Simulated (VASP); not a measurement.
# TePb (Pm-3m) in VASP: settings compared, part 2 of 2

VASP 6.6.1. The steps go on from the part before.

## 4. Single point, LDA

This run uses another cell than the first one, of 32.13 Å³/atom, 1.004 times its volume.

The input, INCAR:

```
PREC     = Accurate       # precision mode
ENCUT    = 520            # plane-wave cutoff, eV
EDIFF    = 1E-7           # SCF threshold, eV
ISMEAR   = 0              # smearing method
SIGMA    = 0.05           # smearing width, eV
LREAL    = F              # projectors in reciprocal space
LASPH    = T              # aspherical terms in the spheres
NELM     = 60             # most SCF steps
ALGO     = Normal         # electronic algorithm
ISIF     = 2              # what is computed and relaxed
LWAVE    = F              # write WAVECAR
LCHARG   = T              # write CHGCAR
LELF     = T              # ELF
LVHAR    = T            
NBANDS   = 17             # bands
```

The input, KPOINTS:

```
regular mesh
0
Gamma
  8 8 8
```

The input, POSCAR:

```
TePb
1.0
    4.0053937448      0.0000000000      0.0000000000
    0.0000000000      4.0053937448      0.0000000000
    0.0000000000      0.0000000000      4.0053937448
Pb Te
1 1
Direct
    0.0000000000      0.0000000000      0.0000000000
    0.5000000000      0.5000000000      0.5000000000
```

Potentials or basis: VASP PAW LDA potentials, release 64 (Pb_d, Te).

The run is started by

```console
> cat potpaw_LDA.64/Pb_d/POTCAR potpaw_LDA.64/Te/POTCAR > POTCAR
> mpirun -np 1 vasp_std > vasp.out
```

OUTCAR:

```text
PREC = Accurate
   ENCUT = 520
   EDIFF = 1E-7
   ISMEAR = 0
   LREAL = F
   LASPH = T
   NELM = 60
   ISIF = 2

 ion  position               nearest neighbor table
   1  0.000  0.000  0.000-   2 3.47   2 3.47   2 3.47   2 3.47   2 3.47   2 3.47   2 3.47   2 3.47

   2  0.500  0.500  0.500-   1 3.47   1 3.47   1 3.47   1 3.47   1 3.47   1 3.47   1 3.47   1 3.47

  LATTYP: Found a simple cubic cell.
 ALAT       =     4.0053937448

  Lattice vectors:

 A1 = (   4.0053937448,   0.0000000000,   0.0000000000)
 A2 = (   0.0000000000,   4.0053937448,   0.0000000000)
 A3 = (   0.0000000000,   0.0000000000,   4.0053937448)

Analysis of symmetry for initial positions (statically):
=====================================================================
 Subroutine PRICEL returns:
 Original cell was already a primitive cell.

 Routine SETGRP: Setting up the symmetry group for a
 simple cubic supercell.

 Subroutine GETGRP returns: Found 48 space group operations
 (whereof 48 operations were pure point group operations)
 out of a pool of 48 trial point group operations.

The static configuration has the point symmetry O_h .

Analysis of symmetry for dynamics (positions and initial velocities):
=====================================================================
 Subroutine PRICEL returns:
 Original cell was already a primitive cell.

 Routine SETGRP: Setting up the symmetry group for a
 simple cubic supercell.

 Subroutine GETGRP returns: Found 48 space group operations
 (whereof 48 operations were pure point group operations)
 out of a pool of 48 trial point group operations.

The dynamic configuration has the point symmetry O_h .

 Subroutine INISYM returns: Found 48 space group operations
 (whereof 48 operations are pure point group operations),
 and found     1 'primitive' translations

[... 108 lines left out ...]
   EFERMI =   0.00;   METHOD = LEGACY
   ISMEAR =     0;   SIGMA  =   0.05  broadening in eV -4-tet -1-fermi 0-gaus
   EFERMI_NEDOS =   21; number of points for ismear=-14 and -15
   IALGO  =     38    algorithm
   IMIX   =      4    mixing-type and parameters
     AMIX     =   0.40;   BMIX     =  1.00
     AMIX_MAG =   1.60;   BMIX_MAG =  1.00
  volume/ion in A,a.u.               =      32.13       216.82
  Fermi-wavevector in a.u.,A,eV,Ry     =   1.109446  2.096549 16.747018  1.230871
  Thomas-Fermi vector in A             =   2.245986
   LORBIT       =      0    0 simple, 1 ext, 2 COOP (PROOUT), +10 PAW based schemes
   GGA     = CA    functional components
   LHFCALC =     F    Hartree Fock is set to
   AEXX    =    0.0000 exact exchange contribution
   IVDW    =     0    specifies the selected vdW correction
   LEPSILON=     F    determine dielectric tensor
   LRPA    =     F    only Hartree local field effects (RPA)
 non-spin polarized calculation
 Gauss-broadening in eV      SIGMA  =   0.05
  energy-cutoff  :      520.00
  volume of cell :       64.26
 maximum number of plane-waves:      1751
 NGX is ok and might be reduce to    30
   NGX = 15   NGY = 15   NGZ = 15

 number of electron      20.0000010 magnetization

 Free energy of the ion-electron system (eV)
  ---------------------------------------------------
  ext. energy  EPLUGINS =         0.00000000
  ---------------------------------------------------
  free energy    TOTEN  =        -8.29781792 eV

  energy without entropy =       -8.29614180  energy(sigma->0) =       -8.29697986

 E-fermi :   6.1601     XC(G=0):  -9.9174

 val. band max:        6.0958799357   @ k =   0.2500   0.1250   0.1250
 cond. band min:       6.1872371966   @ k =   0.3750   0.3750   0.3750
 fundamental gap:      0.0913572609
 Fermi energy:         6.1600702234

 k-point     1 :       0.0000    0.0000    0.0000
  band No.  band energies     occupation
      1     -10.9456      2.00000
      2     -10.9456      2.00000
      3     -10.8641      2.00000
      4     -10.8641      2.00000
      5     -10.8641      2.00000
      6      -6.0190      2.00000
[... 457 lines left out ...]
      4     -10.8857      2.00000
      5     -10.8412      2.00000
      6      -4.0351      2.00000
[... 9 lines left out ...]
     16      15.0843      0.00000
     17      15.8166      0.00000

 [... further k-points ...]

------------------------ aborting loop because EDIFF is reached ----------------------------------------

  FORCE on cell =-STRESS in cart. coord.  units (eV):
  Direction    XX          YY          ZZ          XY          YZ          ZX
  --------------------------------------------------------------------------------------
  -------------------------------------------------------------------------------------
  Total       -1.5624390     -1.5624390     -1.5624390      0.0000000      0.0000000     -0.0000000
  in kB      -38.9563267    -38.9563267    -38.9563267      0.0000000      0.0000000     -0.0000000
  external PRESSURE =     -38.9563267 kB  Pullay stress =       0.0000000 kB

 VOLUME and BASIS-vectors are now :
 -----------------------------------------------------------------------------
  energy-cutoff  :      520.00
  volume of cell :       64.26
      direct lattice vectors                 reciprocal lattice vectors
     4.005393745  0.000000000  0.000000000     0.249663345  0.000000000  0.000000000
     0.000000000  4.005393745  0.000000000     0.000000000  0.249663345  0.000000000
     0.000000000  0.000000000  4.005393745     0.000000000  0.000000000  0.249663345

 POSITION                                       TOTAL-FORCE (eV/Angst)
 -----------------------------------------------------------------------------------
      0.00000      0.00000      0.00000         0.000000      0.000000      0.000000
      2.00270      2.00270      2.00270         0.000000      0.000000      0.000000
 -----------------------------------------------------------------------------------
    total drift:                               -0.000000     -0.000000     -0.000000

  FREE ENERGIE OF THE ION-ELECTRON SYSTEM (eV)
  ---------------------------------------------------
  free  energy   TOTEN  =        -8.2978179220 eV

  energy  without entropy=       -8.2961417999  energy(sigma->0) =       -8.29697986
```

OSZICAR:

```text
N       E                     dE             d eps       ncg     rms          rms(c)
DAV:   1     0.147085375219E+03    0.14709E+03   -0.91282E+03  1190   0.115E+03
DAV:   2     0.142690193365E+01   -0.14566E+03   -0.14143E+03  1255   0.293E+02
DAV:   3    -0.824403551959E+01   -0.96709E+01   -0.94418E+01  1571   0.803E+01
DAV:   4    -0.849014675828E+01   -0.24611E+00   -0.24600E+00  1558   0.144E+01
DAV:   5    -0.849758210482E+01   -0.74353E-02   -0.74351E-02  1692   0.214E+00    0.352E+00
DAV:   6    -0.830627862816E+01    0.19130E+00   -0.45779E-01  1662   0.447E+00    0.228E+00
DAV:   7    -0.829976430654E+01    0.65143E-02   -0.54218E-02  1515   0.105E+00    0.106E+00
DAV:   8    -0.829822661784E+01    0.15377E-02   -0.83020E-03  1463   0.752E-01    0.126E-01
DAV:   9    -0.829785825083E+01    0.36837E-03   -0.27818E-03  1722   0.324E-01    0.615E-02
DAV:  10    -0.829789977656E+01   -0.41526E-04   -0.16310E-04  1378   0.614E-02    0.636E-02
DAV:  11    -0.829792768671E+01   -0.27910E-04   -0.16505E-05  1589   0.434E-02    0.572E-02
DAV:  12    -0.829783521830E+01    0.92468E-04   -0.13875E-04  1747   0.561E-02    0.859E-02
DAV:  13    -0.829782524830E+01    0.99700E-05   -0.20419E-05  1466   0.328E-02    0.552E-02
DAV:  14    -0.829781803414E+01    0.72142E-05   -0.18682E-05  1548   0.423E-02    0.114E-02
DAV:  15    -0.829781811170E+01   -0.77560E-07   -0.15748E-06  1354   0.745E-03    0.266E-03
DAV:  16    -0.829781794265E+01    0.16905E-06   -0.31739E-07  1287   0.477E-03    0.362E-03
DAV:  17    -0.829781792197E+01    0.20675E-07   -0.62396E-08   720   0.233E-03
   1 F= -.82978179E+01 E0= -.82969799E+01  d E =-.167612E-02
```

Run time: 56 s. Hardware: 1 thread of AMD EPYC 7R13, shared host; peak memory 0.14 GiB.

Results:

| Item | Value |
| --- | --- |
| Free energy | -8.2978 eV |
| Pressure | -3.9 GPa |
| Band gap on the k mesh | zero (band 10 reaches 6.39 eV, above the bottom of band 11 at 5.06 eV) |

Caveat: spin-orbit coupling is left out, which moves the levels of the heavy elements.

## 5. Summary

| level | potentials or basis | cell | gap on the mesh (eV) | pressure (GPa) |
| --- | --- | --- | --- | --- |
| PBE | VASP PAW PBE potentials, release 64 (Pb_d, Te) | a = 4.000 Å, 2 atoms | none | 0.1 |
| PBEsol | VASP PAW PBE potentials, release 64 (Pb_d, Te) | a = 4.005 Å, 2 atoms | none | -2.8 |
| LDA | VASP PAW LDA potentials, release 64 (Pb_d, Te) | a = 4.005 Å, 2 atoms | none | -3.9 |

Alike in all rows: task single point; no spin polarisation; k mesh 8 × 8 × 8; cutoff (eV) 520; smearing gaussian 0.05 eV.

Caveats: spin-orbit coupling is left out, which moves the levels of the heavy elements; the PAW data sets were made with another functional, which shifts forces and pressure a little (some runs).

Total energies depend on the potentials used, so only differences within one code and one set of settings carry meaning.
